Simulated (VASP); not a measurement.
Input of a VASP 6.6.1 run:

Contents of INCAR:

```
PREC = Accurate
ENCUT = 520
EDIFF = 1E-7
ISMEAR = -1
SIGMA = 0.08
LREAL = False
LASPH = True
NELM = 100
ALGO = Normal
ISIF = 2
LWAVE = False
LCHARG = False
GGA = PE
NBANDS = 10
```

The input KPOINTS:

```
Automatic mesh
0
Gamma
  9 9 9
```

POSCAR

```
Rb
1.0
    3.4030804838      0.0000000000      0.0000000000
    0.0000000000      3.4030804838      0.0000000000
    0.0000000000      0.0000000000      3.4030804838
Rb
1
Direct
    0.0000000000      0.0000000000      0.0000000000
```

Potentials or basis: VASP PAW PBE potentials, release 64 (Rb_sv).

Command:

```console
$ cat potpaw_PBE.64/Rb_sv/POTCAR > POTCAR
$ mpirun -np 1 vasp_std > vasp.out
```

Problem. Predict the pressure.

Solution. 8.5 GPa.
